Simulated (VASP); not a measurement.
KI:

```xyz
2
Lattice="0.0000 3.5446 3.6123 3.5446 0.0000 3.6123 3.5446 3.5446 0.0000" Properties=species:S:1:pos:R:3 pbc="T T T"
K     0.0000    0.0000    0.0000
I     3.5446    3.5446    3.6123
```

This cell differs from its parent crystal: uniaxial z strain +1.9%.

Base run:

| Property | Result |
| --- | --- |
| Program | VASP 6.6.1 |
| Functional | PBE |
| Potentials or basis | VASP PAW PBE potentials, release 64 (K_sv, I) |
| Cutoff | 520 eV |
| k mesh | 6 × 6 × 6 |
| Occupations | fermi-dirac, width 0.02 eV |
| Spin | no spin polarisation |

Its results: band gap on the k mesh 3.90 eV, direct; pressure 0.3 GPa.

The run is repeated on the same cell with these changes: functional from PBE to r2SCAN; occupations from fermi-dirac, width 0.02 eV to gaussian, width 0.01 eV. What comes out?

Band gap on the k mesh 4.53 eV, direct; pressure -0.2 GPa.

Caveats: spin-orbit coupling is left out, which moves the levels of the heavy elements; the PAW data sets were made with another functional, which shifts forces and pressure a little (some runs).

